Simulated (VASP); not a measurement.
# In4Ga4As7 (a cell with a defect) in VASP: single point with PBEsol

Aim: the single point of In4Ga4As7 (a cell with a defect) with PBEsol.

All numbers are computed with VASP 6.6.1; they aren't measurements. Logs are shortened: lines on timing, memory, paths and dates and some standing lists are left out, and cuts for length are marked.

## (1) The cell of the first run

The cell holds a defect, 15 atoms: a = 8.288 Å, b = 8.288 Å, c = 8.319 Å, α = 119.88°, β = 119.88°, γ = 90.00°.

## (2) Single point, PBEsol (atoms taken out, then relaxed in part)

INCAR reads:

```
SYSTEM = In4Ga4As7
PREC     = Accurate       ! precision mode
ENCUT    = 520            ! plane-wave cutoff, eV
EDIFF    = 1E-7           ! SCF threshold, eV
ISMEAR   = 0              ! smearing method
SIGMA    = 0.1            ! smearing width, eV
LREAL    = Auto         
LASPH    = .True.         ! aspherical terms in the spheres
NELM     = 60             ! most SCF steps
ALGO     = Normal         ! electronic algorithm
ISIF     = 2              ! what is computed and relaxed
LWAVE    = .False.        ! write WAVECAR
LCHARG   = .False.        ! write CHGCAR
GGA      = PS             ! functional
NBANDS   = 82             ! bands
```

KPOINTS reads:

```
Automatic mesh
0
Gamma
  4 4 4
  0 0 0
```

POSCAR reads:

```
In4Ga4As7
1.0
    0.0000000000      8.2882325158      0.0000000000
   -8.2882325158      0.0000000000      0.0000000000
    4.1441162579     -4.1441162579      5.9039978349
In Ga As
4 4 7
Direct
    0.2665602581      0.3189874241      0.5331205163
    0.7432340820      0.2328922929      0.4864681640
    0.2665602581      0.7141330922      0.5331205163
    0.7432340820      0.7535758711      0.4864681640
    0.7970520807      0.7632314534      0.0264629069
    0.2294108262      0.7632314534      0.0264629069
    0.7312632019      0.2417084651     -0.0165830699
    0.2521537282      0.2417084651     -0.0165830699
    0.8727256673      0.6227256673      0.7454513347
    0.3668067314      0.1168067314      0.7336134629
    0.8853487016      0.1353487016      0.7706974031
    0.3579164836      0.6091125386      0.2303977645
    0.8724812809      0.6091125386      0.2303977645
    0.3579164836      0.1212852259      0.2303977645
    0.8724812809      0.1212852259      0.2303977645
```

Potentials or basis: VASP PAW PBE potentials, release 64 (In_d, Ga_d, As).

Command:

```bash
$ cat potpaw_PBE.64/In_d/POTCAR potpaw_PBE.64/Ga_d/POTCAR potpaw_PBE.64/As/POTCAR > POTCAR
$ mpirun -np 1 vasp_std > vasp.out
```

OUTCAR:

```text
SYSTEM = In4Ga4As7
   PREC = Accurate
   ENCUT = 520
   EDIFF = 1E-7
   ISMEAR = 0
   LREAL = Auto
   LASPH = .True.
   NELM = 60
   ISIF = 2
   GGA = PS

 ion  position               nearest neighbor table
   1  0.267  0.319  0.533-  15 2.72  14 2.72  10 2.77   3 3.28
   2  0.743  0.233  0.486-  11 2.60  14 2.62  15 2.62   9 2.64   4 3.97
   3  0.267  0.714  0.533-  13 2.72  12 2.72  10 2.77   1 3.28
   4  0.743  0.754  0.486-  11 2.60  12 2.62  13 2.62   9 2.64   2 3.97
   5  0.797  0.763  0.026-   9 2.44  13 2.45  15 2.45
   6  0.229  0.763  0.026-   9 2.44  12 2.45  14 2.45
   7  0.731  0.242  0.983-  10 2.47  13 2.50  15 2.50  11 2.50
   8  0.252  0.242  0.983-  10 2.47  12 2.50  14 2.50  11 2.50
   9  0.873  0.623  0.745-   5 2.44   6 2.44   2 2.64   4 2.64
  10  0.367  0.117  0.734-   8 2.47   7 2.47   3 2.77   1 2.77
  11  0.885  0.135  0.771-   8 2.50   7 2.50   2 2.60   4 2.60
  12  0.358  0.609  0.230-   6 2.45   8 2.50   4 2.62   3 2.72
  13  0.872  0.609  0.230-   5 2.45   7 2.50   4 2.62   3 2.72
  14  0.358  0.121  0.230-   6 2.45   8 2.50   2 2.62   1 2.72
  15  0.872  0.121  0.230-   5 2.45   7 2.50   2 2.62   1 2.72

  LATTYP: Found a body centered tetragonal cell.
 ALAT       =     8.2882325158
 C/A-ratio  =     1.4246699338

  Lattice vectors:

 A1 = (   4.1441162579,   4.1441162579,  -5.9039978349)
 A2 = (  -4.1441162579,  -4.1441162579,  -5.9039978349)
 A3 = (  -4.1441162579,   4.1441162579,   5.9039978349)

Analysis of symmetry for initial positions (statically):
=====================================================================
 Subroutine PRICEL returns:
 Original cell was already a primitive cell.

 Routine SETGRP: Setting up the symmetry group for a
 body centered tetragonal supercell.

 Subroutine GETGRP returns: Found  4 space group operations
 (whereof  2 operations were pure point group operations)
 out of a pool of 16 trial point group operations.

The static configuration has the point symmetry C_1h.
 The point group associated with its full space group is C_2v.

Analysis of symmetry for dynamics (positions and initial velocities):
=====================================================================
 Subroutine PRICEL returns:
 Original cell was already a primitive cell.

 Routine SETGRP: Setting up the symmetry group for a
 body centered tetragonal supercell.

 Subroutine GETGRP returns: Found  4 space group operations
 (whereof  2 operations were pure point group operations)
 out of a pool of 16 trial point group operations.

The dynamic configuration has the point symmetry C_1h.
 The point group associated with its full space group is C_2v.

 Subroutine INISYM returns: Found  4 space group operations
 (whereof  2 operations are pure point group operations),
 and found     1 'primitive' translations

----------------------------------------------------------------------------------------

                                     Primitive cell

  volume of cell :     405.5739

  direct lattice vectors                    reciprocal lattice vectors
     0.000000000  8.288232516  0.000000000     0.000000000  0.120652986  0.084688378
    -8.288232516  0.000000000  0.000000000    -0.120652986  0.000000000  0.084688378
     4.144116258 -4.144116258  5.903997835     0.000000000  0.000000000  0.169376756

  length of vectors
     8.288232516  8.288232516  8.318929592     0.147408495  0.147408495  0.169376756

  position of ions in fractional coordinates (direct lattice)
     0.266560258  0.318987424  0.533120516
     0.743234082  0.232892293  0.486468164
     0.266560258  0.714133092  0.533120516
     0.743234082  0.753575871  0.486468164
     0.797052081  0.763231453  0.026462907
     0.229410826  0.763231453  0.026462907
     0.731263202  0.241708465  0.983416930
     0.252153728  0.241708465  0.983416930
     0.872725667  0.622725667  0.745451335
     0.366806731  0.116806731  0.733613463
     0.885348702  0.135348702  0.770697403
     0.357916484  0.609112539  0.230397764
     0.872481281  0.609112539  0.230397764
     0.357916484  0.121285226  0.230397764
     0.872481281  0.121285226  0.230397764

  ion indices of the primitive-cell ions
   primitive index   ion index
                 1           1
                 2           2
                 3           3
                 4           4
                 5           5
                 6           6
                 7           7
                 8           8
                 9           9
                10          10
                11          11
                12          12
                13          13
                14          14
                15          15

----------------------------------------------------------------------------------------

 KPOINTS: Automatic mesh

Automatic generation of k-mesh.
 Grid dimensions read from file:
 generate k-points for:    4    4    4

 Generating k-lattice:

  Cartesian coordinates                     Fractional coordinates (reciprocal lattice)
     0.000000000  0.030163246  0.021172094     0.250000000  0.000000000  0.000000000
    -0.030163246  0.000000000  0.021172094     0.000000000  0.250000000  0.000000000
     0.000000000  0.000000000  0.042344189     0.000000000  0.000000000  0.250000000

  Length of vectors
     0.036852124  0.036852124  0.042344189

  Shift w.r.t. Gamma in fractional coordinates (k-lattice)
     0.000000000  0.000000000  0.000000000

 Subroutine IBZKPT returns following result:
 ===========================================

 Found     18 irreducible k-points:

 Following reciprocal coordinates:
            Coordinates               Weight
  0.000000  0.000000  0.000000      1.000000
  0.250000  0.000000  0.000000      4.000000
  0.000000 -0.250000  0.250000      4.000000
  0.500000  0.000000  0.000000      2.000000
  0.000000  0.500000  0.500000      2.000000
  0.250000  0.250000  0.000000      8.000000
[... 10 lines left out ...]
  0.500000  0.500000  0.250000      2.000000
  0.000000  0.000000  0.500000      1.000000
   k-points           NKPTS =     18   k-points in BZ     NKDIM =     18   number of bands    NBANDS=     82
   number of dos      NEDOS =    301   number of ions     NIONS =     15
   total plane-waves  NPLWV = 262144
   dimension x,y,z NGX =    64 NGY =   64 NGZ =   64
   dimension x,y,z NGXF=   128 NGYF=  128 NGZF=  128
   ions per type =               4   4   7
   NGX,Y,Z   is equivalent  to a cutoff of  12.84, 12.84, 12.79 a.u.
   NGXF,Y,Z  is equivalent  to a cutoff of  25.67, 25.67, 25.58 a.u.
 SYSTEM =  In4Ga4As7
   PREC   = accura    normal or accurate (medium, high low for compatibility)
   ISTART =      0    job   : 0-new  1-cont  2-samecut
   ICHARG =      2    charge: 1-file 2-atom 10-const
   ISPIN  =      1    spin polarized calculation?
   LNONCOLLINEAR =      F non collinear calculations
   LSORBIT =      F    spin-orbit coupling
   LASPH  =      T    aspherical Exc in radial PAW
   ENCUT  =  520.0 eV  38.22 Ry    6.18 a.u.  15.41 15.41 15.47*2*pi/ulx,y,z
   NELM   =     60;   NELMIN=  2; NELMDL= -5     # of ELM steps
   EDIFF  = 0.1E-06   stopping-criterion for ELM
   LREAL  =      T    real-space projection
   EDIFFG = 0.1E-05   stopping-criterion for IOM
   NSW    =      0    number of steps for IOM
   IBRION =     -1    ionic relax: 0-MD 1-quasi-New 2-CG
   NFREE  =      0    steps in history (QN), initial steepest desc. (CG)
   ISIF   =      2    stress and relaxation
   ISYM   =      2    0-nonsym 1-usesym 2-fastsym
   POTIM  = 0.5000    time-step for ionic-motion
   TEBEG  =    0.0;   TEEND  =   0.0 temperature during run
   PSTRESS=    0.0 pullay stress
   NELECT =     139.0000    total number of electrons
   NUPDOWN=      -1.0000    fix difference up-down
   EMIN   =  10.00;   EMAX   =-10.00  energy-range for DOS
   EFERMI =   0.00;   METHOD = LEGACY
   ISMEAR =     0;   SIGMA  =   0.10  broadening in eV -4-tet -1-fermi 0-gaus
   EFERMI_NEDOS =   21; number of points for ismear=-14 and -15
   IALGO  =     38    algorithm
   IMIX   =      4    mixing-type and parameters
     AMIX     =   0.40;   BMIX     =  1.00
     AMIX_MAG =   1.60;   BMIX_MAG =  1.00
  volume/ion in A,a.u.               =      27.04       182.46
  Fermi-wavevector in a.u.,A,eV,Ry     =   1.145662  2.164987 17.858203  1.312541
  Thomas-Fermi vector in A             =   2.282349
   LORBIT       =      0    0 simple, 1 ext, 2 COOP (PROOUT), +10 PAW based schemes
   GGA     = PS    functional components
   LHFCALC =     F    Hartree Fock is set to
   AEXX    =    0.0000 exact exchange contribution
   IVDW    =     0    specifies the selected vdW correction
   LEPSILON=     F    determine dielectric tensor
   LRPA    =     F    only Hartree local field effects (RPA)
 non-spin polarized calculation
 Gauss-broadening in eV      SIGMA  =   0.10
  energy-cutoff  :      520.00
  volume of cell :      405.57
 maximum number of plane-waves:     10985
 NGX is ok and might be reduce to    64
   NGX = 31   NGY = 31   NGZ = 31

 number of electron     139.0000009 magnetization

 Free energy of the ion-electron system (eV)
  ---------------------------------------------------
  ext. energy  EPLUGINS =         0.00000000
  ---------------------------------------------------
  free energy    TOTEN  =       -62.74265789 eV

  energy without entropy =      -62.73086970  energy(sigma->0) =      -62.73676379

 E-fermi :   3.9644     XC(G=0):  -9.2311

 val. band max:        3.7796262088   @ k =   0.5000   0.0000   0.0000
 cond. band min:       3.9876932716   @ k =   0.2500   0.0000   0.2500
 fundamental gap:      0.2080670629
 Fermi energy:         3.9643596381

 k-point     1 :       0.0000    0.0000    0.0000
  band No.  band energies     occupation
      1     -11.3798      2.00000
      2     -11.3569      2.00000
      3     -11.3451      2.00000
      4     -11.3222      2.00000
      5     -11.3207      2.00000
      6     -11.2990      2.00000
[... 73 lines left out ...]
     80       6.5070      0.00000
     81       7.0059      0.00000

 k-point     2 :       0.2500    0.0000    0.0000
  band No.  band energies     occupation
      1     -11.3789      2.00000
      2     -11.3566      2.00000
      3     -11.3449      2.00000
      4     -11.3224      2.00000
      5     -11.3196      2.00000
      6     -11.2993      2.00000
[... 73 lines left out ...]
     80       6.5682      0.00000
     81       6.8935      0.00000
[... 1258 lines left out ...]
     80       6.9475      0.00000
     81       7.2588      0.00000

 k-point    18 :       0.0000    0.0000    0.5000
  band No.  band energies     occupation
      1     -11.3774      2.00000
      2     -11.3565      2.00000
      3     -11.3446      2.00000
      4     -11.3211      2.00000
      5     -11.3188      2.00000
      6     -11.2985      2.00000
[... 73 lines left out ...]
     80       7.8594      0.00000
     81       7.8775      0.00000
 [bands above 81 left out]

------------------------ aborting loop because EDIFF is reached ----------------------------------------

  FORCE on cell =-STRESS in cart. coord.  units (eV):
  Direction    XX          YY          ZZ          XY          YZ          ZX
  --------------------------------------------------------------------------------------
  -------------------------------------------------------------------------------------
  Total       -7.3025316     -0.7271933     -3.0970708      0.0000000      0.0000000      0.0000000
  in kB      -28.8478854     -2.8727009    -12.2346534      0.0000000      0.0000000      0.0000000
  external PRESSURE =     -14.6517466 kB  Pullay stress =       0.0000000 kB

 VOLUME and BASIS-vectors are now :
 -----------------------------------------------------------------------------
  energy-cutoff  :      520.00
  volume of cell :      405.57
      direct lattice vectors                 reciprocal lattice vectors
     0.000000000  8.288232516  0.000000000     0.000000000  0.120652986  0.084688378
    -8.288232516  0.000000000  0.000000000    -0.120652986  0.000000000  0.084688378
     4.144116258 -4.144116258  5.903997835     0.000000000  0.000000000  0.169376756

 POSITION                                       TOTAL-FORCE (eV/Angst)
 -----------------------------------------------------------------------------------
     -0.43453     -0.00000      3.14754         0.014646     -0.000000      0.003653
      0.08572      4.14412      2.87211         0.003085     -0.000000      0.007345
     -3.70959     -0.00000      3.14754        -0.014646     -0.000000      0.003653
     -4.22983      4.14412      2.87211        -0.003085     -0.000000      0.007345
     -6.21617      6.49649      0.15624         0.000000     -0.009806     -0.004228
     -6.21617      1.79174      0.15624         0.000000      0.009806     -0.004228
      2.07206      1.98549      5.80609        -0.000000      0.003094      0.005324
      2.07206     -1.98549      5.80609        -0.000000     -0.003094      0.005324
     -2.07206      4.14412      4.40114         0.000000      0.000000     -0.011541
      2.07206     -0.00000      4.33125         0.000000      0.000000     -0.018716
      2.07206      4.14412      4.55020         0.000000     -0.000000      0.007933
     -4.09367      2.01170      1.36027         0.002987     -0.000439     -0.000465
     -4.09367      6.27653      1.36027         0.002987      0.000439     -0.000465
     -0.05045      2.01170      1.36027        -0.002987     -0.000439     -0.000465
     -0.05045      6.27653      1.36027        -0.002987      0.000439     -0.000465
 -----------------------------------------------------------------------------------
    total drift:                               -0.000003      0.000005     -0.016308

  FREE ENERGIE OF THE ION-ELECTRON SYSTEM (eV)
  ---------------------------------------------------
  free  energy   TOTEN  =       -62.7426578862 eV

  energy  without entropy=      -62.7308696997  energy(sigma->0) =      -62.73676379
```

It took 16 min on 1 thread of Intel Xeon Platinum 8488C (Sapphire Rapids), shared host; peak memory 0.77 GiB.

What came out:

- Free energy: -62.7427 eV
- Pressure: -1.5 GPa
- Largest force: 0.019 eV/Å
- Band gap on the k mesh: zero (an odd number of electrons rules out a gap without spin polarisation)

Forces on the atoms (eV/Å):
```
In   0.015  0.000  0.004
In   0.003  0.000  0.007
In  -0.015  0.000  0.004
In  -0.003  0.000  0.007
Ga   0.000 -0.010 -0.004
Ga   0.000  0.010 -0.004
Ga   0.000  0.003  0.005
Ga   0.000 -0.003  0.005
As   0.000  0.000 -0.012
As   0.000  0.000 -0.019
As   0.000  0.000  0.008
As   0.003  0.000  0.000
As   0.003  0.000  0.000
As  -0.003  0.000  0.000
As  -0.003  0.000  0.000
```

Caveat: the cell differs from its parent crystal (atoms taken out, then relaxed in part); the PAW data sets were made with another functional, which shifts forces and pressure a little; spin-orbit coupling is left out, which moves the levels of the heavy elements.
